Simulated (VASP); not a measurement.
Set up this calculation in VASP 6.6.1, as the native input.

```yaml
Task: relaxation of cell and atoms
Functional: LDA
Potentials_or_basis: VASP PAW LDA potentials, release 64 (Mo_sv)
Cutoff: 600 eV
k_mesh: 18 × 18 × 18
Occupations: fermi-dirac, width 0.15 eV
Spin: no spin polarisation
Dipole_correction: no
Further_INCAR_settings: ALGO = Fast; EDIFF = 1e-06; IBRION = 2; EDIFFG = -0.001; NSW = 80; ISIF = 3
```

The structure of Mo lies in POSCAR:

```
Mo
1.0
   -1.5554689552      1.5554689552      1.5554689552
    1.5554689552     -1.5554689552      1.5554689552
    1.5554689552      1.5554689552     -1.5554689552
Mo
1
Direct
    0.0000000000      0.0000000000      0.0000000000
```

One way to write it, as run:

INCAR

```
SYSTEM = Mo
PREC     = Accurate       ! precision mode
ENCUT    = 600            ! plane-wave cutoff, eV
EDIFF    = 1E-6           ! SCF threshold, eV
ISMEAR   = -1             ! smearing method
SIGMA    = 0.15           ! smearing width, eV
LREAL    = .FALSE.        ! projectors in reciprocal space
LASPH    = .TRUE.         ! aspherical terms in the spheres
NELM     = 100            ! most SCF steps
ALGO     = Fast           ! electronic algorithm
ISIF     = 3              ! what is computed and relaxed
LWAVE    = .FALSE.        ! write WAVECAR
LCHARG   = .FALSE.        ! write CHGCAR
GGA      = CA             ! functional
IBRION   = 2              ! ionic algorithm
NSW      = 80             ! ionic steps
EDIFFG   = -0.001         ! ionic threshold
```

KPOINTS

```
Automatic mesh
0
G
  18 18 18
  0 0 0
```

Potentials or basis: VASP PAW LDA potentials, release 64 (Mo_sv).

Launch:

```sh
$ cat potpaw_LDA.64/Mo_sv/POTCAR > POTCAR
$ mpirun -np 1 vasp_std > vasp.out
```

Results of the run:

```json
{
  "Relaxed volume": "15.13 Å³/atom",
  "Relaxed cell": "a = 2.699 Å, b = 2.699 Å, c = 2.699 Å, α = 109.47°, β = 109.47°, γ = 109.47°",
  "Space group after relaxing (to 0.05 Å)": "Im-3m (No. 229)",
  "Energy gained by relaxing": "0.4 meV/atom",
  "Ionic steps": "25",
  "Pressure after relaxing": "0.0 GPa",
  "Band gap on the k mesh": "zero (band 7 reaches 17.20 eV, above the bottom of band 8 at 11.56 eV)"
}
```

Wall time 100 s on 1 thread of Intel(R) Xeon(R) Platinum 8488C (Sapphire Rapids) (shared host), peak memory 0.17 GiB.
